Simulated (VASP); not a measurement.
# NbCu2 (Fd-3m) in VASP: notebook

Runs on NbCu2. Level: PBE. Tasks: single point, relaxation of cell and atoms.

All numbers are computed with VASP 6.6.1; they aren't measurements. Logs are shortened: lines on timing, memory, paths and dates and some standing lists are left out, and cuts for length are marked.

### 1 The cell of the first run

Symmetry: Fd-3m, No. 227, cubic system. Conventional cell: a = 6.940 Å, b = 6.940 Å, c = 6.940 Å, α = 90.00°, β = 90.00°, γ = 90.00°. Within 3.8 Å of Nb (site symmetry -43m) lie 12 Cu at 2.88 Å and 4 Nb at 3.01 Å. Within 3.2 Å of Cu (site symmetry -3m) lie 6 Cu at 2.45 Å and 6 Nb at 2.88 Å.

### 2 Single point, PBE

Input file INCAR:

```
PREC     = Accurate       # precision mode
ENCUT    = 520            # plane-wave cutoff, eV
EDIFF    = 1E-6           # SCF threshold, eV
ISMEAR   = 0              # smearing method
SIGMA    = 0.1            # smearing width, eV
LREAL    = False          # projectors in reciprocal space
LASPH    = True           # aspherical terms in the spheres
NELM     = 60             # most SCF steps
ALGO     = Fast           # electronic algorithm
ISIF     = 2              # what is computed and relaxed
LWAVE    = False          # write WAVECAR
LCHARG   = False          # write CHGCAR
GGA      = PE             # functional
NBANDS   = 44             # bands
```

Input file KPOINTS:

```
Automatic mesh
0
Gamma
  4 4 4
```

Input file POSCAR:

```
NbCu2
1.0
    0.0000000000      3.4699996160      3.4699996160
    3.4699996160      0.0000000000      3.4699996160
    3.4699996160      3.4699996160      0.0000000000
Nb Cu
2 4
Direct
    0.0000000000      0.0000000000      0.0000000000
    0.2500000000      0.2500000000      0.2500000000
    0.6250000000      0.6250000000      0.6250000000
    0.1250000000      0.6250000000      0.6250000000
    0.6250000000      0.6250000000      0.1250000000
    0.6250000000      0.1250000000      0.6250000000
```

Potentials or basis: VASP PAW PBE potentials, release 64 (Nb_sv, Cu).

Launch:

```sh
$ cat potpaw_PBE.64/Nb_sv/POTCAR potpaw_PBE.64/Cu/POTCAR > POTCAR
$ mpirun -np 1 vasp_std > vasp.out
```

OUTCAR:

```text
PREC = Accurate
   ENCUT = 520
   EDIFF = 1E-6
   ISMEAR = 0
   LREAL = False
   LASPH = True
   NELM = 60
   ISIF = 2
   GGA = PE

 ion  position               nearest neighbor table
   1  0.000  0.000  0.000-   3 2.88   5 2.88   6 2.88   3 2.88   4 2.88   5 2.88   3 2.88   4 2.88
                             6 2.88   4 2.88   5 2.88   6 2.88   2 3.01   2 3.01   2 3.01   2 3.01
   2  0.250  0.250  0.250-   4 2.88   5 2.88   6 2.88   3 2.88   4 2.88   6 2.88   3 2.88   4 2.88
                             5 2.88   3 2.88   5 2.88   6 2.88   1 3.01   1 3.01   1 3.01   1 3.01
   3  0.625  0.625  0.625-   4 2.45   5 2.45   6 2.45   5 2.45   6 2.45   4 2.45   1 2.88   2 2.88
                             1 2.88   2 2.88   1 2.88   2 2.88
   4  0.125  0.625  0.625-   3 2.45   5 2.45   6 2.45   3 2.45   5 2.45   6 2.45   2 2.88   1 2.88
                             1 2.88   2 2.88   2 2.88   1 2.88
   5  0.625  0.625  0.125-   3 2.45   3 2.45   4 2.45   6 2.45   6 2.45   4 2.45   1 2.88   2 2.88
                             1 2.88   2 2.88   1 2.88   2 2.88
   6  0.625  0.125  0.625-   3 2.45   5 2.45   3 2.45   4 2.45   5 2.45   4 2.45   2 2.88   1 2.88
                             2 2.88   2 2.88   1 2.88   1 2.88

  LATTYP: Found a face centered cubic cell.
 ALAT       =     6.9399992320

  Lattice vectors:

 A1 = (   0.0000000000,   3.4699996160,   3.4699996160)
 A2 = (   3.4699996160,   0.0000000000,   3.4699996160)
 A3 = (   3.4699996160,   3.4699996160,   0.0000000000)

Analysis of symmetry for initial positions (statically):
=====================================================================
 Subroutine PRICEL returns:
 Original cell was already a primitive cell.

 Routine SETGRP: Setting up the symmetry group for a
 face centered cubic supercell.

 Subroutine GETGRP returns: Found 48 space group operations
 (whereof 24 operations were pure point group operations)
 out of a pool of 48 trial point group operations.

The static configuration has the point symmetry T_d .
 The point group associated with its full space group is O_h .

Analysis of symmetry for dynamics (positions and initial velocities):
=====================================================================
 Subroutine PRICEL returns:
 Original cell was already a primitive cell.

 Routine SETGRP: Setting up the symmetry group for a
 face centered cubic supercell.

 Subroutine GETGRP returns: Found 48 space group operations
 (whereof 24 operations were pure point group operations)
 out of a pool of 48 trial point group operations.

The dynamic configuration has the point symmetry T_d .
 The point group associated with its full space group is O_h .

 Subroutine INISYM returns: Found 48 space group operations
 (whereof 24 operations are pure point group operations),
 and found     1 'primitive' translations

----------------------------------------------------------------------------------------

                                     Primitive cell

  volume of cell :      83.5638

  direct lattice vectors                    reciprocal lattice vectors
     0.000000000  3.469999616  3.469999616    -0.144092235  0.144092235  0.144092235
     3.469999616  0.000000000  3.469999616     0.144092235 -0.144092235  0.144092235
     3.469999616  3.469999616  0.000000000     0.144092235  0.144092235 -0.144092235

  length of vectors
     4.907320518  4.907320518  4.907320518     0.249575072  0.249575072  0.249575072

  position of ions in fractional coordinates (direct lattice)
     0.000000000  0.000000000  0.000000000
     0.250000000  0.250000000  0.250000000
     0.625000000  0.625000000  0.625000000
     0.125000000  0.625000000  0.625000000
     0.625000000  0.625000000  0.125000000
     0.625000000  0.125000000  0.625000000

  ion indices of the primitive-cell ions
   primitive index   ion index
                 1           1
                 2           2
                 3           3
                 4           4
                 5           5
                 6           6

----------------------------------------------------------------------------------------

 KPOINTS: Automatic mesh

Automatic generation of k-mesh.
 Grid dimensions read from file:
 generate k-points for:    4    4    4

 Generating k-lattice:

  Cartesian coordinates                     Fractional coordinates (reciprocal lattice)
    -0.036023059  0.036023059  0.036023059     0.250000000  0.000000000  0.000000000
     0.036023059 -0.036023059  0.036023059     0.000000000  0.250000000  0.000000000
     0.036023059  0.036023059 -0.036023059     0.000000000  0.000000000  0.250000000

  Length of vectors
     0.062393768  0.062393768  0.062393768

  Shift w.r.t. Gamma in fractional coordinates (k-lattice)
     0.000000000  0.000000000  0.000000000

 Subroutine IBZKPT returns following result:
 ===========================================

 Found      8 irreducible k-points:

 Following reciprocal coordinates:
            Coordinates               Weight
  0.000000  0.000000  0.000000      1.000000
  0.250000  0.000000  0.000000      8.000000
  0.500000  0.000000  0.000000      4.000000
  0.250000  0.250000  0.000000      6.000000
  0.500000  0.250000  0.000000     24.000000
 -0.250000  0.250000  0.000000     12.000000
  0.500000  0.500000  0.000000      3.000000
 -0.250000  0.500000  0.250000      6.000000
   k-points           NKPTS =      8   k-points in BZ     NKDIM =      8   number of bands    NBANDS=     44
   number of dos      NEDOS =    301   number of ions     NIONS =      6
   total plane-waves  NPLWV =  46656
   dimension x,y,z NGX =    36 NGY =   36 NGZ =   36
   dimension x,y,z NGXF=    72 NGYF=   72 NGZF=   72
   ions per type =               2   4
   NGX,Y,Z   is equivalent  to a cutoff of  12.20, 12.20, 12.20 a.u.
   NGXF,Y,Z  is equivalent  to a cutoff of  24.39, 24.39, 24.39 a.u.
 SYSTEM =  unknown system
   PREC   = accura    normal or accurate (medium, high low for compatibility)
   ISTART =      0    job   : 0-new  1-cont  2-samecut
   ICHARG =      2    charge: 1-file 2-atom 10-const
   ISPIN  =      1    spin polarized calculation?
   LNONCOLLINEAR =      F non collinear calculations
   LSORBIT =      F    spin-orbit coupling
   LASPH  =      T    aspherical Exc in radial PAW
   ENCUT  =  520.0 eV  38.22 Ry    6.18 a.u.   9.12  9.12  9.12*2*pi/ulx,y,z
   NELM   =     60;   NELMIN=  2; NELMDL= -5     # of ELM steps
   EDIFF  = 0.1E-05   stopping-criterion for ELM
   LREAL  =      F    real-space projection
   EDIFFG = 0.1E-04   stopping-criterion for IOM
   NSW    =      0    number of steps for IOM
   IBRION =     -1    ionic relax: 0-MD 1-quasi-New 2-CG
   NFREE  =      0    steps in history (QN), initial steepest desc. (CG)
   ISIF   =      2    stress and relaxation
   ISYM   =      2    0-nonsym 1-usesym 2-fastsym
   POTIM  = 0.5000    time-step for ionic-motion
   TEBEG  =    0.0;   TEEND  =   0.0 temperature during run
   PSTRESS=    0.0 pullay stress
   NELECT =      70.0000    total number of electrons
   NUPDOWN=      -1.0000    fix difference up-down
   EMIN   =  10.00;   EMAX   =-10.00  energy-range for DOS
   EFERMI =   0.00;   METHOD = LEGACY
   ISMEAR =     0;   SIGMA  =   0.10  broadening in eV -4-tet -1-fermi 0-gaus
   EFERMI_NEDOS =   21; number of points for ismear=-14 and -15
   IALGO  =     68    algorithm
   IMIX   =      4    mixing-type and parameters
     AMIX     =   0.40;   BMIX     =  1.00
     AMIX_MAG =   1.60;   BMIX_MAG =  1.00
  volume/ion in A,a.u.               =      13.93        93.99
  Fermi-wavevector in a.u.,A,eV,Ry     =   1.543245  2.916309 32.403686  2.381604
  Thomas-Fermi vector in A             =   2.648935
   LORBIT       =      0    0 simple, 1 ext, 2 COOP (PROOUT), +10 PAW based schemes
   GGA     = PE    functional components
   LHFCALC =     F    Hartree Fock is set to
   AEXX    =    0.0000 exact exchange contribution
   IVDW    =     0    specifies the selected vdW correction
   LEPSILON=     F    determine dielectric tensor
   LRPA    =     F    only Hartree local field effects (RPA)
 non-spin polarized calculation
 RMM-DIIS sequential band-by-band and
 Gauss-broadening in eV      SIGMA  =   0.10
  energy-cutoff  :      520.00
  volume of cell :       83.56
 maximum number of plane-waves:      2272
   NGX = 19   NGY = 19   NGZ = 19

 number of electron      69.9999964 magnetization

 Free energy of the ion-electron system (eV)
  ---------------------------------------------------
  ext. energy  EPLUGINS =         0.00000000
  ---------------------------------------------------
  free energy    TOTEN  =       -34.56788813 eV

  energy without entropy =      -34.48864031  energy(sigma->0) =      -34.52826422

 E-fermi :   9.1618     XC(G=0): -12.6355

 val. band max:        9.1356944010   @ k =   0.5000   0.2500   0.0000
 cond. band min:       9.1771104056   @ k =   0.0000   0.0000   0.0000
 fundamental gap:      0.0414160046
 Fermi energy:         9.1617750677

 k-point     1 :       0.0000    0.0000    0.0000
  band No.  band energies     occupation
      1     -45.5170      2.00000
      2     -45.4002      2.00000
      3     -21.6638      2.00000
      4     -21.6638      2.00000
      5     -21.6638      2.00000
      6     -21.3636      2.00000
[... 36 lines left out ...]
     43      15.6207      0.00000
     44      15.7968      0.00000

 k-point     2 :       0.2500    0.0000    0.0000
  band No.  band energies     occupation
      1     -45.5048      2.00000
      2     -45.4125      2.00000
      3     -21.6808      2.00000
      4     -21.6808      2.00000
      5     -21.6615      2.00000
      6     -21.3699      2.00000
[... 36 lines left out ...]
     43      14.8350      0.00000
     44      16.0938      0.00000

 k-point     3 :       0.5000    0.0000    0.0000
  band No.  band energies     occupation
      1     -45.4878      2.00000
      2     -45.4295      2.00000
      3     -21.6961      2.00000
      4     -21.6961      2.00000
      5     -21.6624      2.00000
      6     -21.3728      2.00000
[... 36 lines left out ...]
     43      13.5315      0.00000
     44      16.4078      0.00000

 k-point     4 :       0.2500    0.2500    0.0000
  band No.  band energies     occupation
      1     -45.4999      2.00000
      2     -45.4174      2.00000
      3     -21.7000      2.00000
      4     -21.7000      2.00000
      5     -21.6204      2.00000
      6     -21.4117      2.00000
[... 36 lines left out ...]
     43      14.1877      0.00000
     44      16.4281      0.00000

 k-point     5 :       0.5000    0.2500    0.0000
  band No.  band energies     occupation
      1     -45.4793      2.00000
      2     -45.4381      2.00000
      3     -21.7288      2.00000
      4     -21.7141      2.00000
      5     -21.5882      2.00000
      6     -21.4445      2.00000
[... 36 lines left out ...]
     43      13.4718      0.00000
     44      15.8854      0.00000

 k-point     6 :      -0.2500    0.2500    0.0000
  band No.  band energies     occupation
      1     -45.4878      2.00000
      2     -45.4295      2.00000
      3     -21.7255      2.00000
      4     -21.6964      2.00000
      5     -21.6156      2.00000
      6     -21.4159      2.00000
[... 36 lines left out ...]
     43      13.4441      0.00000
     44      15.9359      0.00000

 k-point     7 :       0.5000    0.5000    0.0000
  band No.  band energies     occupation
      1     -45.4587      2.00000
      2     -45.4587      2.00000
      3     -21.7306      2.00000
      4     -21.7306      2.00000
      5     -21.5182      2.00000
      6     -21.5182      2.00000
[... 36 lines left out ...]
     43      13.7295      0.00000
     44      13.7296      0.00000

 k-point     8 :      -0.2500    0.5000    0.2500
  band No.  band energies     occupation
      1     -45.4587      2.00000
      2     -45.4587      2.00000
      3     -21.7324      2.00000
      4     -21.7324      2.00000
      5     -21.5160      2.00000
      6     -21.5160      2.00000
[... 36 lines left out ...]
     43      14.9087      0.00000
     44      14.9552      0.00000

------------------------ aborting loop because EDIFF is reached ----------------------------------------

  FORCE on cell =-STRESS in cart. coord.  units (eV):
  Direction    XX          YY          ZZ          XY          YZ          ZX
  --------------------------------------------------------------------------------------
  -------------------------------------------------------------------------------------
  Total        0.0781582      0.0781582      0.0781582     -0.0000000     -0.0000000      0.0000000
  in kB        1.4985356      1.4985356      1.4985356     -0.0000000     -0.0000000      0.0000000
  external PRESSURE =       1.4985356 kB  Pullay stress =       0.0000000 kB

 VOLUME and BASIS-vectors are now :
 -----------------------------------------------------------------------------
  energy-cutoff  :      520.00
  volume of cell :       83.56
      direct lattice vectors                 reciprocal lattice vectors
     0.000000000  3.469999616  3.469999616    -0.144092235  0.144092235  0.144092235
     3.469999616  0.000000000  3.469999616     0.144092235 -0.144092235  0.144092235
     3.469999616  3.469999616  0.000000000     0.144092235  0.144092235 -0.144092235

 POSITION                                       TOTAL-FORCE (eV/Angst)
 -----------------------------------------------------------------------------------
      0.00000      0.00000      0.00000         0.000000     -0.000000     -0.000000
      1.73500      1.73500      1.73500        -0.000000     -0.000000     -0.000000
      4.33750      4.33750      4.33750         0.000000      0.000000      0.000000
      4.33750      2.60250      2.60250         0.000000      0.000000      0.000000
      2.60250      2.60250      4.33750         0.000000      0.000000      0.000000
      2.60250      4.33750      2.60250         0.000000      0.000000      0.000000
 -----------------------------------------------------------------------------------
    total drift:                               -0.000000     -0.000000      0.000000

  FREE ENERGIE OF THE ION-ELECTRON SYSTEM (eV)
  ---------------------------------------------------
  free  energy   TOTEN  =       -34.5678881252 eV

  energy  without entropy=      -34.4886403085  energy(sigma->0) =      -34.52826422
```

Wall time 1.8 min (1 thread of Intel Xeon 6975P-C, shared host); peak memory 0.21 GiB.

What came out:

```yaml
Free_energy: -34.5679 eV
Pressure: 0.1 GPa
Band_gap_on_the_k_mesh: zero (band 35 reaches 9.59 eV, above the bottom of band 36 at 9.07 eV)
```

Levels at points of the mesh, in eV from the Fermi level:
```tsv
k point	band 32	band 33	band 34	band 35	band 36	band 37	band 38	band 39
(0.00, 0.00, 0.00)	-1.10	-1.10	-1.10	0.02	0.02	0.02	0.10	3.09
(0.50, 0.00, 0.00)	-0.63	-0.42	-0.42	-0.08	0.29	0.29	0.44	2.73
(0.50, 0.50, 0.00)	-1.30	-0.06	-0.06	0.43	0.43	0.88	0.88	2.58
```

Caveat: the k points lie up to 0.39 Å⁻¹ apart.

### 3 Single point, PBE

Input file INCAR:

```
SYSTEM = NbCu2
  PREC = Accurate
  ENCUT = 520
  EDIFF = 1E-6
  ISMEAR = 0
  SIGMA = 0.1
  LREAL = .False.
  LASPH = .True.
  NELM = 80
  ALGO = Fast
  ISIF = 2
  LWAVE = .False.
  LCHARG = .False.
  GGA = PE
  NBANDS = 44
```

Input file KPOINTS:

```
Automatic mesh
0
Gamma
  10 10 10
  0 0 0
```

POSCAR, as its differences from that of step 2:

```diff
@@ -2,5 +2,5 @@
 1.0
-    0.0000000000      3.4699996160      3.4699996160
-    3.4699996160      0.0000000000      3.4699996160
-    3.4699996160      3.4699996160      0.0000000000
+    0.0000000000      3.4680334398      3.4680334398
+    3.4680334398      0.0000000000      3.4680334398
+    3.4680334398      3.4680334398      0.0000000000
 Nb Cu
```

Potentials or basis: VASP PAW PBE potentials, release 64 (Nb_sv, Cu).

Launch:

```sh
$ cat potpaw_PBE.64/Nb_sv/POTCAR potpaw_PBE.64/Cu/POTCAR > POTCAR
$ mpirun -np 1 vasp_std > vasp.out
```

Run time: 8.4 min. Hardware: 1 thread of Intel Xeon 6975P-C, shared host; peak memory 0.3 GiB.

It converged, with:

| Property | Result |
| --- | --- |
| Free energy | -34.6288 eV |
| Pressure | 0.3 GPa |
| Band gap on the k mesh | zero (band 35 reaches 9.62 eV, above the bottom of band 36 at 9.08 eV) |

Levels at points of the mesh, in eV from the Fermi level:
```csv
k point,band 31,band 32,band 33,band 34,band 35,band 36,band 37,band 38,band 39,band 40
"(0.00, 0.00, 0.00)",-1.56,-1.14,-1.14,-1.14,-0.01,-0.01,-0.01,0.05,3.08,3.08
"(0.50, 0.00, 0.00)",-0.65,-0.65,-0.46,-0.46,-0.12,0.26,0.26,0.41,2.71,2.71
"(0.50, 0.50, 0.00)",-1.33,-1.33,-0.09,-0.09,0.40,0.40,0.86,0.86,2.56,2.56
```

### 4 Relaxation of cell and atoms, PBE

Input file INCAR:

```
SYSTEM = NbCu2
PREC = Accurate
ENCUT = 600
EDIFF = 1E-7
ISMEAR = 0
SIGMA = 0.1
LREAL = .False.
LASPH = .True.
NELM = 60
ALGO = Fast
ISIF = 3
LWAVE = .False.
LCHARG = .False.
GGA = PE
IBRION = 2
NSW = 100
EDIFFG = -0.01
```

Input file KPOINTS:

```
regular mesh
0
Gamma
  10 10 10
  0 0 0
```

POSCAR, as its differences from that of step 3:

```diff
@@ -2,5 +2,5 @@
 1.0
-    0.0000000000      3.4680334398      3.4680334398
-    3.4680334398      0.0000000000      3.4680334398
-    3.4680334398      3.4680334398      0.0000000000
+    0.0000000000      3.4699996160      3.4699996160
+    3.4699996160      0.0000000000      3.4699996160
+    3.4699996160      3.4699996160      0.0000000000
 Nb Cu
```

Launch:

```sh
$ cat potpaw_PBE.64/Nb_sv/POTCAR potpaw_PBE.64/Cu/POTCAR > POTCAR
$ mpirun -np 1 vasp_std > vasp.out
```

It took 14 min on 1 thread of Intel Xeon 6975P-C, shared host; peak memory 0.35 GiB.

Results (log left out):

```
Free energy             : -34.6291 eV
Pressure after relaxing : 0.0 GPa
Band gap on the k mesh  : zero (band 35 reaches 9.60 eV, above the bottom of band 36 at 9.05 eV)
```

Final structure:
```yaml
crystal:
  lattice:
    - [0.00000, 3.47000, 3.47000]
    - [3.47000, 0.00000, 3.47000]
    - [3.47000, 3.47000, 0.00000]
  atoms:
    - { symbol: Nb, position: [0.00000, 0.00000, 0.00000] }
    - { symbol: Nb, position: [0.25000, 0.25000, 0.25000] }
    - { symbol: Cu, position: [0.62500, 0.62500, 0.62500] }
    - { symbol: Cu, position: [0.12500, 0.62500, 0.62500] }
    - { symbol: Cu, position: [0.62500, 0.62500, 0.12500] }
    - { symbol: Cu, position: [0.62500, 0.12500, 0.62500] }
```

Levels at points of the mesh, in eV from the Fermi level:
```tsv
k point	band 33	band 34	band 35	band 36	band 37	band 38
(0.00, 0.00, 0.00)	-1.14	-1.14	-0.01	-0.01	-0.01	0.05
(0.50, 0.00, 0.00)	-0.46	-0.46	-0.12	0.26	0.26	0.42
(0.50, 0.50, 0.00)	-0.09	-0.09	0.40	0.40	0.86	0.86
```

Caveat: the relaxation stopped at its first step, so nothing moved.

### 5 The runs side by side

```csv
task,cell,k mesh,cutoff (eV),gap on the mesh (eV),pressure (GPa)
single point,"a = 4.907 Å, angles 60.0°, 6 atoms",4 × 4 × 4,520,none,0.1
single point,"a = 4.905 Å, angles 60.0°, 6 atoms",10 × 10 × 10,520,none,0.3
relaxation of cell and atoms,"relaxed from a = 4.907 Å, angles 60.0°, 6 atoms",10 × 10 × 10,600,none,0.0
```

Alike in all rows: level PBE; potentials or basis VASP PAW PBE potentials, release 64 (Nb_sv, Cu); no spin polarisation; smearing gaussian 0.1 eV.

Caveats: some runs use coarse meshes; the relaxation stopped at its first step, so nothing moved (some runs).

Absolute energies hang on the potentials; compare differences alone.
